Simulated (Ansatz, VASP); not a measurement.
## Ti2Cd: VASP beside Ansatz

```xyz
3
Lattice="-1.4325 1.4325 6.5758 1.4325 -1.4325 6.5758 1.4325 1.4325 -6.5758" Properties=species:S:1:pos:R:3 pbc="T T T"
Ti    0.0000    0.0000    4.2611
Ti    0.0000    0.0000    8.8905
Cd    0.0000    0.0000    0.0000
```

Change from the starting cell: zz strain of -2 %.

Alike in both runs: task single point; functional LDA; k mesh 16 × 16 × 16; occupations fermi-dirac, width 0.08 eV; no spin polarisation.

|  | VASP | Ansatz |
| --- | --- | --- |
| version | VASP 6.6.1 | Ansatz 0.2.0 |
| potentials or method | VASP PAW LDA potentials, release 64 (Ti_sv, Cd), cutoff 520 eV | all-electron LAPW, scalar-relativistic |

|  | VASP | Ansatz | Ansatz less VASP |
| --- | --- | --- | --- |
| pressure (GPa) | -5.9 | -6.3 | -0.35 |
| traceless stress, the component that is largest in VASP (GPa) | 1.04 | 1.05 | +0.015 |
| rms of the force components (eV/Å) | 0.061 | 0.050 | -0.0109 |

LDA's correlation is that of Perdew and Zunger in VASP and of Perdew and Wang (1992) in Ansatz. Atom by atom the forces differ by 0.011 eV/Å (rms over components). Ansatz ran all-electron here, and VASP with PAW potentials.
